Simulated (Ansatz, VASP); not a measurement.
## YLuAs2: VASP beside Ansatz

```xyz
4
Lattice="2.0352 1.1750 6.6326 -2.0352 1.1750 6.6326 0.0000 -2.3500 6.6326" Properties=species:S:1:pos:R:3 pbc="T T T"
Y     2.0352    1.1750    6.6326
Lu    0.0000    0.0000    9.9490
As    0.0000    0.0000    4.9323
As    0.0000    0.0000   14.9657
```

Alike in both runs: task single point; functional PBE; k mesh 8 × 8 × 8; occupations fermi-dirac, width 0.02 eV; no spin polarisation.

```csv
,VASP,Ansatz
version,VASP 6.6.1,Ansatz 0.2.0
potentials or method,"VASP PAW PBE potentials, release 64 (Y_sv, Lu, As)","plane waves, PAW"
plane-wave cutoff (eV),520,420
valence electrons in the cell,46,66
```

```csv
,VASP,Ansatz,Ansatz less VASP
pressure (GPa),0.5,0.4,-0.19
"traceless stress, the component that is largest in VASP (GPa)",0.08,0.08,+0.001
rms of the force components (eV/Å),0.025,0.016,-0.0090
```

Atom by atom the forces differ by 0.009 eV/Å (rms over components). With one functional, cell and mesh, what is left measures potentials, basis and numerics. VASP's potentials hold 46 valence electrons a cell and Ansatz's 66, so a difference there can come from the potentials and not from the codes.

Spin-orbit coupling is off throughout.
